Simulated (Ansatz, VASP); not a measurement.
# One calculation of Sn3Te, two programs

```
Sn Te
1.0
     4.62911    0.00000    0.00000
     0.00000    4.62911    0.00000
     0.00000    0.00000    5.41715
Sn Te
3 1
Direct
  0.00000 0.00000 0.00000
  0.00000 0.50000 0.50292
  0.50000 0.00000 0.49708
  0.50000 0.50000 0.00000
```

Alike in both runs: functional PBE; k mesh 10 × 10 × 8; occupations gaussian, width 0.1 eV; no spin polarisation.

Ansatz relaxed the structure, and its values are those at the end. VASP's run is a single point on that final structure, the one shown.

|  | VASP | Ansatz |
| --- | --- | --- |
| version | VASP 6.6.1 | Ansatz 0.2.0 |
| potentials or method | VASP PAW PBE potentials, release 64 (Sn_d, Te), cutoff 520 eV | scalar-relativistic, plane waves, PAW |
| valence electrons in the cell | 48 | 58 |

Ansatz gave:

| Property | Result |
| --- | --- |
| gap on the k mesh at the Fermi level (eV) | none |
| pressure (GPa) | 0.0 |

Problem. Which values does VASP return?

Solution. gap on the k mesh at the Fermi level (eV): none; pressure (GPa): -0.1.

A gap of «none» marks a metal or a gap that the smearing closes. VASP's potentials hold 48 valence electrons a cell and Ansatz's 58, so a difference there can come from the potentials and not from the codes.

Neither program's run includes spin-orbit coupling.
